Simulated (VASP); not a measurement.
# TaN (P6_3/mmc) in VASP: further runs

TaN is run at these levels: PBE; tasks: electric field gradients.

Program: VASP 6.6.1. These are calculated values, not measurements. Logs are shortened: lines on timing, memory, paths and dates and some standing lists are left out, and cuts for length are marked.

## (1) The cell of the first run

Symmetry: P6_3/mmc, No. 194, hexagonal system. The conventional cell has a = 3.048 Å, b = 3.048 Å, c = 4.918 Å, α = 90.00°, β = 90.00°, γ = 120.00°. Within 2.8 Å of Ta (site symmetry -3m) lie 6 N at 2.15 Å and 2 Ta at 2.46 Å. Within 2.8 Å of N (site symmetry -6m2) lie 6 Ta at 2.15 Å.

## (2) Electric field gradients, PBE

Input file INCAR:

```
SYSTEM = TaN
ALGO = Normal
EDIFF = 1E-8
ENCUT = 520
GGA = PE
ISIF = 2
ISMEAR = -1
LASPH = .TRUE.
LCHARG = .FALSE.
LEFG = .TRUE.
LREAL = .FALSE.
LWAVE = .FALSE.
NBANDS = 24
NELM = 100
PREC = Accurate
SIGMA = 0.01
```

Input file KPOINTS:

```
k-points
0
G
  9 9 5
  0 0 0
```

Input file POSCAR:

```
TaN
1.0
    3.0480019786      0.0000000000      0.0000000000
   -1.5240009893      2.6396471442      0.0000000000
    0.0000000000      0.0000000000      4.9180000000
Ta N
2 2
Direct
    0.0000000000      0.0000000000      0.0000000000
    0.0000000000      0.0000000000      0.5000000000
    0.3333333333      0.6666666667      0.2500000000
    0.6666666667      0.3333333333      0.7500000000
```

Potentials or basis: VASP PAW PBE potentials, release 64 (Ta_pv, N).

Started as:

```console
$ cat potpaw_PBE.64/Ta_pv/POTCAR potpaw_PBE.64/N/POTCAR > POTCAR
$ mpirun -np 1 vasp_std > vasp.out
```

OUTCAR:

```text
SYSTEM = TaN
   EDIFF = 1E-8
   ENCUT = 520
   GGA = PE
   ISIF = 2
   ISMEAR = -1
   LASPH = .TRUE.
   LREAL = .FALSE.
   NELM = 100
   PREC = Accurate

 ion  position               nearest neighbor table
   1  0.000  0.000  0.000-   3 2.15   4 2.15   3 2.15   4 2.15   4 2.15   3 2.15   2 2.46   2 2.46

   2  0.000  0.000  0.500-   3 2.15   4 2.15   3 2.15   4 2.15   4 2.15   3 2.15   1 2.46   1 2.46

   3  0.333  0.667  0.250-   1 2.15   2 2.15   1 2.15   2 2.15   1 2.15   2 2.15
   4  0.667  0.333  0.750-   1 2.15   2 2.15   1 2.15   2 2.15   1 2.15   2 2.15

  LATTYP: Found a hexagonal cell.
 ALAT       =     3.0480019786
 C/A-ratio  =     1.6135160130

  Lattice vectors:

 A1 = (   3.0480019786,   0.0000000000,   0.0000000000)
 A2 = (  -1.5240009893,   2.6396471442,   0.0000000000)
 A3 = (   0.0000000000,   0.0000000000,   4.9180000000)

Analysis of symmetry for initial positions (statically):
=====================================================================
 Subroutine PRICEL returns:
 Original cell was already a primitive cell.

 Routine SETGRP: Setting up the symmetry group for a
 hexagonal supercell.

 Subroutine GETGRP returns: Found 24 space group operations
 (whereof 12 operations were pure point group operations)
 out of a pool of 24 trial point group operations.

The static configuration has the point symmetry D_3d.
 The point group associated with its full space group is D_6h.

Analysis of symmetry for dynamics (positions and initial velocities):
=====================================================================
 Subroutine PRICEL returns:
 Original cell was already a primitive cell.

 Routine SETGRP: Setting up the symmetry group for a
 hexagonal supercell.

 Subroutine GETGRP returns: Found 24 space group operations
 (whereof 12 operations were pure point group operations)
 out of a pool of 24 trial point group operations.

The dynamic configuration has the point symmetry D_3d.
 The point group associated with its full space group is D_6h.

 Subroutine INISYM returns: Found 24 space group operations
 (whereof 12 operations are pure point group operations),
 and found     1 'primitive' translations

----------------------------------------------------------------------------------------

                                     Primitive cell

  volume of cell :      39.5685

  direct lattice vectors                    reciprocal lattice vectors
     3.048001979  0.000000000  0.000000000     0.328083777  0.189419257  0.000000000
    -1.524000989  2.639647144  0.000000000     0.000000000  0.378838513  0.000000000
     0.000000000  0.000000000  4.918000000     0.000000000  0.000000000  0.203334689

  length of vectors
     3.048001979  3.048001979  4.918000000     0.378838513  0.378838513  0.203334689

  position of ions in fractional coordinates (direct lattice)
     0.000000000  0.000000000  0.000000000
     0.000000000  0.000000000  0.500000000
     0.333333333  0.666666667  0.250000000
     0.666666667  0.333333333  0.750000000

  ion indices of the primitive-cell ions
   primitive index   ion index
                 1           1
                 2           2
                 3           3
                 4           4

----------------------------------------------------------------------------------------

 KPOINTS: k-points

Automatic generation of k-mesh.
 Grid dimensions read from file:
 generate k-points for:    9    9    5

 Generating k-lattice:

  Cartesian coordinates                     Fractional coordinates (reciprocal lattice)
     0.036453753  0.021046584  0.000000000     0.111111111  0.000000000  0.000000000
     0.000000000  0.042093168  0.000000000     0.000000000  0.111111111  0.000000000
     0.000000000  0.000000000  0.040666938     0.000000000  0.000000000  0.200000000

  Length of vectors
     0.042093168  0.042093168  0.040666938

[... 40 lines left out ...]
   ions per type =               2   2
   NGX,Y,Z   is equivalent  to a cutoff of  13.09, 13.09, 13.52 a.u.
   NGXF,Y,Z  is equivalent  to a cutoff of  26.18, 26.18, 27.04 a.u.
 SYSTEM =  TaN
   PREC   = accura    normal or accurate (medium, high low for compatibility)
   ISTART =      0    job   : 0-new  1-cont  2-samecut
   ICHARG =      2    charge: 1-file 2-atom 10-const
   ISPIN  =      1    spin polarized calculation?
   LNONCOLLINEAR =      F non collinear calculations
   LSORBIT =      F    spin-orbit coupling
   LASPH  =      T    aspherical Exc in radial PAW
   ENCUT  =  520.0 eV  38.22 Ry    6.18 a.u.   5.67  5.67  9.14*2*pi/ulx,y,z
   NELM   =    100;   NELMIN=  2; NELMDL= -5     # of ELM steps
   EDIFF  = 0.1E-07   stopping-criterion for ELM
   LREAL  =      F    real-space projection
   EDIFFG = 0.1E-06   stopping-criterion for IOM
   NSW    =      0    number of steps for IOM
   IBRION =     -1    ionic relax: 0-MD 1-quasi-New 2-CG
   NFREE  =      0    steps in history (QN), initial steepest desc. (CG)
   ISIF   =      2    stress and relaxation
   ISYM   =      2    0-nonsym 1-usesym 2-fastsym
   POTIM  = 0.5000    time-step for ionic-motion
   TEBEG  =    0.0;   TEEND  =   0.0 temperature during run
   PSTRESS=    0.0 pullay stress
   NELECT =      32.0000    total number of electrons
   NUPDOWN=      -1.0000    fix difference up-down
   EMIN   =  10.00;   EMAX   =-10.00  energy-range for DOS
   EFERMI =   0.00;   METHOD = LEGACY
   ISMEAR =    -1;   SIGMA  =   0.01  broadening in eV -4-tet -1-fermi 0-gaus
   EFERMI_NEDOS =   21; number of points for ismear=-14 and -15
   IALGO  =     38    algorithm
   IMIX   =      4    mixing-type and parameters
     AMIX     =   0.40;   BMIX     =  1.00
     AMIX_MAG =   1.60;   BMIX_MAG =  1.00
  volume/ion in A,a.u.               =       9.89        66.76
  Fermi-wavevector in a.u.,A,eV,Ry     =   1.525252  2.882308 31.652508  2.326394
  Thomas-Fermi vector in A             =   2.633448
   LORBIT       =      0    0 simple, 1 ext, 2 COOP (PROOUT), +10 PAW based schemes
   GGA     = PE    functional components
   LHFCALC =     F    Hartree Fock is set to
   AEXX    =    0.0000 exact exchange contribution
   IVDW    =     0    specifies the selected vdW correction
   LEPSILON=     F    determine dielectric tensor
   LRPA    =     F    only Hartree local field effects (RPA)
 non-spin polarized calculation
  energy-cutoff  :      520.00
  volume of cell :       39.57
 maximum number of plane-waves:      1092
 NGX is ok and might be reduce to    24
   NGX = 11   NGY = 11   NGZ = 19

 number of electron      32.0000002 magnetization

 Free energy of the ion-electron system (eV)
  ---------------------------------------------------
  ext. energy  EPLUGINS =         0.00000000
  ---------------------------------------------------
  free energy    TOTEN  =       -41.29020954 eV

  energy without entropy =      -41.28844802  energy(sigma->0) =      -41.28932878

 E-fermi :   9.8907     XC(G=0): -13.7469

 val. band max:        9.8860867075   @ k =   0.2222   0.2222   0.4000
 cond. band min:       9.9013836970   @ k =   0.2222   0.0000   0.2000
 fundamental gap:      0.0152969894
 Fermi energy:         9.8906940848

 k-point     1 :       0.0000    0.0000    0.0000
  band No.  band energies     occupation
      1     -27.2744      2.00000
      2     -25.4418      2.00000
      3     -25.4418      2.00000
      4     -25.0665      2.00000
      5     -25.0665      2.00000
      6     -24.2377      2.00000
[... 637 lines left out ...]
     23      17.2842      0.00000
     24      17.2842      0.00000

 [... further k-points ...]

------------------------ aborting loop because EDIFF is reached ----------------------------------------

  FORCE on cell =-STRESS in cart. coord.  units (eV):
  Direction    XX          YY          ZZ          XY          YZ          ZX
  --------------------------------------------------------------------------------------
  -------------------------------------------------------------------------------------
  Total        8.0551307      8.0551307     29.1384666      0.0000000      0.0000000      0.0000000
  in kB      326.1621253    326.1621252   1179.8522639      0.0000000      0.0000000      0.0000000
  external PRESSURE =     610.7255048 kB  Pullay stress =       0.0000000 kB

 VOLUME and BASIS-vectors are now :
 -----------------------------------------------------------------------------
  energy-cutoff  :      520.00
  volume of cell :       39.57
      direct lattice vectors                 reciprocal lattice vectors
     3.048001979  0.000000000  0.000000000     0.328083777  0.189419257  0.000000000
    -1.524000989  2.639647144  0.000000000     0.000000000  0.378838513  0.000000000
     0.000000000  0.000000000  4.918000000     0.000000000  0.000000000  0.203334689

 POSITION                                       TOTAL-FORCE (eV/Angst)
 -----------------------------------------------------------------------------------
      0.00000      0.00000      0.00000         0.000000      0.000000     -0.000000
      0.00000      0.00000      2.45900        -0.000000      0.000000     -0.000000
     -0.00000      1.75976      1.22950        -0.000000      0.000000     -0.000000
      1.52400      0.87988      3.68850         0.000000     -0.000000      0.000000
 -----------------------------------------------------------------------------------
    total drift:                               -0.000000      0.000000      0.000000

  FREE ENERGIE OF THE ION-ELECTRON SYSTEM (eV)
  ---------------------------------------------------
  free  energy   TOTEN  =       -41.2902095377 eV

  energy  without entropy=      -41.2884480226  energy(sigma->0) =      -41.28932878

 Electric field gradients (V/A^2)
---------------------------------------------------------------------
 ion       V_xx      V_yy      V_zz      V_xy      V_xz      V_yz
---------------------------------------------------------------------
   1      88.088    88.088  -176.176    -0.000    -0.000     0.000
   2      88.088    88.088  -176.176    -0.000     0.000    -0.000
   3      -2.923    -2.922     5.844     0.001     0.000     0.000
   4      -2.923    -2.922     5.844     0.001     0.000     0.000
---------------------------------------------------------------------

 Electric field gradients after diagonalization (V/A^2)
 (convention: |V_zz| > |V_xx| > |V_yy|)
----------------------------------------------------------------------
 ion       V_xx      V_yy      V_zz     asymmetry (V_yy - V_xx)/ V_zz
----------------------------------------------------------------------
   1      88.088    88.087  -176.176       0.000
   2      88.088    88.087  -176.176       0.000
   3      -2.923    -2.921     5.844       0.000
   4      -2.923    -2.921     5.844       0.000
----------------------------------------------------------------------

           NMR quadrupolar parameters

 Cq : quadrupolar parameter    Cq=e*Q*V_zz/h
 eta: asymmetry parameters     (V_yy - V_xx)/ V_zz
 Q  : nuclear electric quadrupole moment in mb (millibarn)
----------------------------------------------------------------------
 ion       Cq(MHz)       eta       Q (mb)
----------------------------------------------------------------------
   1      -0.426       0.000       1.000
   2      -0.426       0.000       1.000
   3       0.014       0.000       1.000
   4       0.014       0.000       1.000
----------------------------------------------------------------------
```

Run time: 38 s. Hardware: 1 thread of AMD EPYC 7R13 (Zen 3), shared host; peak memory 0.15 GiB.

Results:

```
Free energy            : -41.2902 eV
Pressure               : 61.1 GPa
Band gap on the k mesh : zero (band 16 reaches 10.61 eV, above the bottom of band 17 at 8.06 eV)
```

Electric field gradients, principal values (V/Å²):
```
atom   least  middle  greatest (by size)
1 Ta  88.087  88.088            -176.176
2 Ta  88.087  88.088            -176.176
 3 N  -2.921  -2.923               5.844
 4 N  -2.921  -2.923               5.844
```

Caveat: without QUAD_EFG the Cq values of the log hold for a quadrupole moment of 1 mb, not for the nuclei; spin-orbit coupling is left out, which moves the levels of the heavy elements.

## (3) Electric field gradients, PBE

Input file INCAR:

```
  PREC = Accurate
  ENCUT = 520
  EDIFF = 1E-8
  ISMEAR = -1
  SIGMA = 0.01
  LREAL = False
  LASPH = True
  NELM = 80
  ALGO = Normal
  ISIF = 2
  LWAVE = False
  LCHARG = False
  GGA = PE
  LEFG = True
  NBANDS = 24
```

Input file KPOINTS:

```
regular mesh
0
Gamma
  9 9 5
```

POSCAR is that of step 2.

Potentials or basis: VASP PAW PBE potentials, release 64 (Ta_pv, N).

Started as:

```console
$ cat potpaw_PBE.64/Ta_pv/POTCAR potpaw_PBE.64/N/POTCAR > POTCAR
$ mpirun -np 1 vasp_std > vasp.out
```

OUTCAR:

```text
PREC = Accurate
   ENCUT = 520
   EDIFF = 1E-8
   ISMEAR = -1
   LREAL = False
   LASPH = True
   NELM = 80
   ISIF = 2
   GGA = PE

 ion  position               nearest neighbor table
   1  0.000  0.000  0.000-   3 2.15   4 2.15   3 2.15   4 2.15   4 2.15   3 2.15   2 2.46   2 2.46

   2  0.000  0.000  0.500-   3 2.15   4 2.15   3 2.15   4 2.15   4 2.15   3 2.15   1 2.46   1 2.46

   3  0.333  0.667  0.250-   1 2.15   2 2.15   1 2.15   2 2.15   1 2.15   2 2.15
   4  0.667  0.333  0.750-   1 2.15   2 2.15   1 2.15   2 2.15   1 2.15   2 2.15

  LATTYP: Found a hexagonal cell.
 ALAT       =     3.0480019786
 C/A-ratio  =     1.6135160130

  Lattice vectors:

 A1 = (   3.0480019786,   0.0000000000,   0.0000000000)
 A2 = (  -1.5240009893,   2.6396471442,   0.0000000000)
 A3 = (   0.0000000000,   0.0000000000,   4.9180000000)

Analysis of symmetry for initial positions (statically):
=====================================================================
 Subroutine PRICEL returns:
 Original cell was already a primitive cell.

[... 854 lines left out ...]
      0.00000      0.00000      2.45900        -0.000000      0.000000     -0.000000
     -0.00000      1.75976      1.22950        -0.000000      0.000000     -0.000000
      1.52400      0.87988      3.68850         0.000000     -0.000000      0.000000
 -----------------------------------------------------------------------------------
    total drift:                               -0.000000      0.000000      0.000000

  FREE ENERGIE OF THE ION-ELECTRON SYSTEM (eV)
  ---------------------------------------------------
  free  energy   TOTEN  =       -41.2902095377 eV

  energy  without entropy=      -41.2884480226  energy(sigma->0) =      -41.28932878

 Electric field gradients (V/A^2)
---------------------------------------------------------------------
 ion       V_xx      V_yy      V_zz      V_xy      V_xz      V_yz
---------------------------------------------------------------------
   1      88.088    88.088  -176.176    -0.000    -0.000     0.000
   2      88.088    88.088  -176.176    -0.000     0.000    -0.000
   3      -2.923    -2.922     5.844     0.001     0.000     0.000
   4      -2.923    -2.922     5.844     0.001     0.000     0.000
---------------------------------------------------------------------

 Electric field gradients after diagonalization (V/A^2)
 (convention: |V_zz| > |V_xx| > |V_yy|)
----------------------------------------------------------------------
 ion       V_xx      V_yy      V_zz     asymmetry (V_yy - V_xx)/ V_zz
----------------------------------------------------------------------
   1      88.088    88.087  -176.176       0.000
   2      88.088    88.087  -176.176       0.000
   3      -2.923    -2.921     5.844       0.000
   4      -2.923    -2.921     5.844       0.000
----------------------------------------------------------------------

           NMR quadrupolar parameters

 Cq : quadrupolar parameter    Cq=e*Q*V_zz/h
 eta: asymmetry parameters     (V_yy - V_xx)/ V_zz
 Q  : nuclear electric quadrupole moment in mb (millibarn)
----------------------------------------------------------------------
 ion       Cq(MHz)       eta       Q (mb)
----------------------------------------------------------------------
   1      -0.426       0.000       1.000
   2      -0.426       0.000       1.000
   3       0.014       0.000       1.000
   4       0.014       0.000       1.000
----------------------------------------------------------------------
```

OSZICAR:

```text
N       E                     dE             d eps       ncg     rms          rms(c)
DAV:   1     0.274366109946E+03    0.27437E+03   -0.17257E+04  1728   0.142E+03
DAV:   2    -0.329980074796E+02   -0.30736E+03   -0.29393E+03  2088   0.419E+02
DAV:   3    -0.464845636462E+02   -0.13487E+02   -0.13248E+02  2120   0.856E+01
DAV:   4    -0.466346520909E+02   -0.15009E+00   -0.14964E+00  1952   0.924E+00
DAV:   5    -0.466368188928E+02   -0.21668E-02   -0.21663E-02  2184   0.911E-01    0.407E+01
DAV:   6    -0.414746226136E+02    0.51622E+01   -0.19255E+01  2064   0.308E+01    0.184E+01
DAV:   7    -0.413404442885E+02    0.13418E+00   -0.10993E+00  1968   0.766E+00    0.111E+01
DAV:   8    -0.412960097594E+02    0.44435E-01   -0.12625E-01  2056   0.273E+00    0.150E+00
DAV:   9    -0.412903550689E+02    0.56547E-02   -0.15817E-02  2088   0.808E-01    0.413E-01
DAV:  10    -0.412902836201E+02    0.71449E-04   -0.15985E-03  2080   0.330E-01    0.886E-02
DAV:  11    -0.412902094690E+02    0.74151E-04   -0.16909E-04  2104   0.106E-01    0.129E-02
DAV:  12    -0.412902106196E+02   -0.11506E-05   -0.55356E-06  2072   0.184E-02    0.662E-03
DAV:  13    -0.412902096153E+02    0.10043E-05   -0.49353E-07  2128   0.452E-03    0.325E-03
DAV:  14    -0.412902095160E+02    0.99289E-07   -0.42020E-08  1904   0.159E-03    0.698E-04
DAV:  15    -0.412902095060E+02    0.10011E-07   -0.50396E-09  1168   0.482E-04    0.296E-04
DAV:  16    -0.412902095320E+02   -0.26041E-07   -0.78354E-10   968   0.216E-04    0.367E-05
DAV:  17    -0.412902095377E+02   -0.56821E-08   -0.17033E-10   952   0.817E-05
   1 F= -.41290210E+02 E0= -.41289329E+02  d E =-.176152E-02
```

stdout:

```text
POSCAR found type information on POSCAR TaN
 POSCAR found :  2 types and       4 ions
 scaLAPACK will be used
 LDA part: xc-table for (Slater+PW92), standard interpolation
 POSCAR, INCAR and KPOINTS ok, starting setup
 FFT: planning ... GRIDC
 FFT: planning ... GRID_SOFT
 FFT: planning ... GRID
 WAVECAR not read
 entering main loop
ion   1

ion   2

ion   3

ion   4
```

Run time: 35 s. Hardware: 1 thread of AMD EPYC 7R13 (Zen 3), shared host; peak memory 0.15 GiB.

What came out:

| Quantity | Value |
| --- | --- |
| Free energy | -41.2902 eV |
| Pressure | 61.1 GPa |
| Band gap on the k mesh | zero (band 16 reaches 10.61 eV, above the bottom of band 17 at 8.06 eV) |

Levels at points of the mesh, in eV from the Fermi level:
| k point | band 13 | band 14 | band 15 | band 16 | band 17 | band 18 | band 19 | band 20 |
| --- | --- | --- | --- | --- | --- | --- | --- | --- |
| (0.00, 0.00, 0.00) | -3.63 | -3.63 | -3.61 | -1.84 | -1.84 | -0.62 | -0.62 | 2.83 |

Electric field gradients, principal values (V/Å²):
| atom | least | middle | greatest (by size) |
| --- | --- | --- | --- |
| 1 Ta | 88.087 | 88.088 | -176.176 |
| 2 Ta | 88.087 | 88.088 | -176.176 |
| 3 N | -2.921 | -2.923 | 5.844 |
| 4 N | -2.921 | -2.923 | 5.844 |

Caveat: without QUAD_EFG the Cq values of the log hold for a quadrupole moment of 1 mb, not for the nuclei; spin-orbit coupling is left out, which moves the levels of the heavy elements.
